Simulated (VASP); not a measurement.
# Ru (P6_3/mmc) in VASP: single point with PBEsol

Aim: the single point of Ru with PBEsol.

Everything below comes from runs of VASP 6.6.1. Logs are shortened: lines on timing, memory, paths and dates and some standing lists are left out, and cuts for length are marked.

### Step 1. The cell of the first run

The structure is hexagonal, space group P6_3/mmc (No. 194). The conventional cell has a = 2.706 Å, b = 2.706 Å, c = 4.282 Å, α = 90.00°, β = 90.00°, γ = 120.00°. Within 3.5 Å of Ru (site symmetry -6m2) lie 12 Ru at 2.65 to 2.71 Å.

### Step 2. Single point, PBEsol

INCAR reads:

```
SYSTEM = Ru
ALGO = Normal ; EDIFF = 1E-6
ENCUT = 500 ; GGA = PS
GGA_COMPAT = .FALSE. ; ISIF = 2
ISMEAR = -5 ; LASPH = .TRUE.
LCHARG = .FALSE. ; LREAL = .FALSE.
LWAVE = .FALSE. ; NBANDS = 21
NELM = 120 ; PREC = Accurate
SIGMA = 0.1
```

KPOINTS reads:

```
k-points
0
G
  8 8 4
  0 0 0
```

POSCAR reads:

```
Ru
1.0
    2.7058000000      0.0000000000      0.0000000000
   -1.3529000000      2.3432920000      0.0000000000
    0.0000000000      0.0000000000      4.2819000000
Ru
2
Direct
    0.3333333333      0.6666666667      0.2500000000
    0.6666666667      0.3333333333      0.7500000000
```

Potentials or basis: VASP PAW PBE potentials, release 64 (Ru_pv).

The run is started by

```
cat potpaw_PBE.64/Ru_pv/POTCAR > POTCAR
mpirun -np 1 vasp_std > vasp.out
```

OUTCAR:

```text
SYSTEM = Ru
   EDIFF = 1E-6
   ENCUT = 500
   GGA = PS
   ISIF = 2
   ISMEAR = -5
   LASPH = .TRUE.
   LREAL = .FALSE.
   NELM = 120
   PREC = Accurate

 ion  position               nearest neighbor table
   1  0.333  0.667  0.250-   2 2.65   2 2.65   2 2.65   2 2.65   2 2.65   2 2.65
   2  0.667  0.333  0.750-   1 2.65   1 2.65   1 2.65   1 2.65   1 2.65   1 2.65

  LATTYP: Found a hexagonal cell.
 ALAT       =     2.7058000000
 C/A-ratio  =     1.5824894671

  Lattice vectors:

 A1 = (   2.7058000000,   0.0000000000,   0.0000000000)
 A2 = (  -1.3529000000,   2.3432920000,   0.0000000000)
 A3 = (   0.0000000000,   0.0000000000,   4.2819000000)

Analysis of symmetry for initial positions (statically):
=====================================================================
 Subroutine PRICEL returns:
 Original cell was already a primitive cell.

 Routine SETGRP: Setting up the symmetry group for a
 hexagonal supercell.

 Subroutine GETGRP returns: Found 24 space group operations
 (whereof 12 operations were pure point group operations)
 out of a pool of 24 trial point group operations.

The static configuration has the point symmetry D_3d.
 The point group associated with its full space group is D_6h.

Analysis of symmetry for dynamics (positions and initial velocities):
=====================================================================
 Subroutine PRICEL returns:
 Original cell was already a primitive cell.

 Routine SETGRP: Setting up the symmetry group for a
 hexagonal supercell.

 Subroutine GETGRP returns: Found 24 space group operations
 (whereof 12 operations were pure point group operations)
 out of a pool of 24 trial point group operations.

The dynamic configuration has the point symmetry D_3d.
 The point group associated with its full space group is D_6h.

 Subroutine INISYM returns: Found 24 space group operations
 (whereof 12 operations are pure point group operations),
 and found     1 'primitive' translations

----------------------------------------------------------------------------------------

                                     Primitive cell

  volume of cell :      27.1493

  direct lattice vectors                    reciprocal lattice vectors
     2.705800000  0.000000000  0.000000000     0.369576465  0.213375030  0.000000000
    -1.352900000  2.343292000  0.000000000     0.000000000  0.426750059  0.000000000
     0.000000000  0.000000000  4.281900000     0.000000000  0.000000000  0.233541185

  length of vectors
     2.705800000  2.705800400  4.281900000     0.426750122  0.426750059  0.233541185

  position of ions in fractional coordinates (direct lattice)
[... 81 lines left out ...]
   EDIFF  = 0.1E-05   stopping-criterion for ELM
   LREAL  =      F    real-space projection
   EDIFFG = 0.1E-04   stopping-criterion for IOM
   NSW    =      0    number of steps for IOM
   IBRION =     -1    ionic relax: 0-MD 1-quasi-New 2-CG
   NFREE  =      0    steps in history (QN), initial steepest desc. (CG)
   ISIF   =      2    stress and relaxation
   ISYM   =      2    0-nonsym 1-usesym 2-fastsym
   POTIM  = 0.5000    time-step for ionic-motion
   TEBEG  =    0.0;   TEEND  =   0.0 temperature during run
   PSTRESS=    0.0 pullay stress
   NELECT =      28.0000    total number of electrons
   NUPDOWN=      -1.0000    fix difference up-down
   EMIN   =  10.00;   EMAX   =-10.00  energy-range for DOS
   EFERMI =   0.00;   METHOD = LEGACY
   ISMEAR =    -5;   SIGMA  =   0.10  broadening in eV -4-tet -1-fermi 0-gaus
   EFERMI_NEDOS =   21; number of points for ismear=-14 and -15
   IALGO  =     38    algorithm
   IMIX   =      4    mixing-type and parameters
     AMIX     =   0.40;   BMIX     =  1.00
     AMIX_MAG =   1.60;   BMIX_MAG =  1.00
  volume/ion in A,a.u.               =      13.57        91.61
  Fermi-wavevector in a.u.,A,eV,Ry     =   1.654022  3.125648 37.222669  2.735789
  Thomas-Fermi vector in A             =   2.742361
   LORBIT       =      0    0 simple, 1 ext, 2 COOP (PROOUT), +10 PAW based schemes
   GGA     = PS    functional components
   LHFCALC =     F    Hartree Fock is set to
   AEXX    =    0.0000 exact exchange contribution
   IVDW    =     0    specifies the selected vdW correction
   LEPSILON=     F    determine dielectric tensor
   LRPA    =     F    only Hartree local field effects (RPA)
 non-spin polarized calculation
 Fermi weights with tetrahedron method with Bloechl corrections
  energy-cutoff  :      500.00
  volume of cell :       27.15
 maximum number of plane-waves:       699
 NGX is ok and might be reduce to    20
   NGX =  9   NGY =  9   NGZ = 15

 number of electron      28.0000009 magnetization

 Free energy of the ion-electron system (eV)
  ---------------------------------------------------
  ext. energy  EPLUGINS =         0.00000000
  ---------------------------------------------------
  free energy    TOTEN  =       -20.32221818 eV

  energy without entropy =      -20.32221818  energy(sigma->0) =      -20.32221818

 E-fermi :  12.7025     XC(G=0): -14.2856

 val. band max:       12.7044143660   @ k =   0.2500   0.2500   0.2500
 cond. band min:      12.6129516126   @ k =   0.2500   0.0000   0.2500
 fundamental gap:     -0.0914627535
 Fermi energy:        12.7025288653

 k-point     1 :       0.0000    0.0000    0.0000
  band No.  band energies     occupation
      1     -30.9247      2.00000
      2     -29.9879      2.00000
      3     -29.9879      2.00000
      4     -29.8170      2.00000
      5     -29.8170      2.00000
      6     -29.7754      2.00000
[... 565 lines left out ...]
     20      22.9244      0.00000
     21      25.2085      0.00000

 [... further k-points ...]

------------------------ aborting loop because EDIFF is reached ----------------------------------------

  FORCE on cell =-STRESS in cart. coord.  units (eV):
  Direction    XX          YY          ZZ          XY          YZ          ZX
  --------------------------------------------------------------------------------------
  -------------------------------------------------------------------------------------
  Total       -0.9853840     -0.9853844     -1.1970025      0.0000000     -0.0000000      0.0000000
  in kB      -58.1510376    -58.1510605    -70.6394025      0.0000000     -0.0000000      0.0000000
  external PRESSURE =     -62.3138335 kB  Pullay stress =       0.0000000 kB

 VOLUME and BASIS-vectors are now :
 -----------------------------------------------------------------------------
  energy-cutoff  :      500.00
  volume of cell :       27.15
      direct lattice vectors                 reciprocal lattice vectors
     2.705800000  0.000000000  0.000000000     0.369576465  0.213375030  0.000000000
    -1.352900000  2.343292000  0.000000000     0.000000000  0.426750059  0.000000000
     0.000000000  0.000000000  4.281900000     0.000000000  0.000000000  0.233541185

 POSITION                                       TOTAL-FORCE (eV/Angst)
 -----------------------------------------------------------------------------------
     -0.00000      1.56219      1.07048         0.000000      0.000000      0.000000
      1.35290      0.78110      3.21143        -0.000000     -0.000000      0.000000
 -----------------------------------------------------------------------------------
    total drift:                               -0.000000      0.000000     -0.000000

  FREE ENERGIE OF THE ION-ELECTRON SYSTEM (eV)
  ---------------------------------------------------
  free  energy   TOTEN  =       -20.3222181836 eV

  energy  without entropy=      -20.3222181836  energy(sigma->0) =      -20.32221818
```

It took 10 s on 1 thread of Intel Xeon 6975P-C, shared host; peak memory 0.14 GiB.

Results:

| Quantity | Value |
| --- | --- |
| Free energy | -20.3222 eV |
| Pressure | -6.2 GPa |
| Band gap on the k mesh | zero (band 14 reaches 14.12 eV, above the bottom of band 15 at 11.19 eV) |

Caveat: the k points lie up to 0.37 Å⁻¹ apart; the PAW data sets were made with another functional, which shifts forces and pressure a little; tetrahedron occupations give inexact forces and stress in metals.
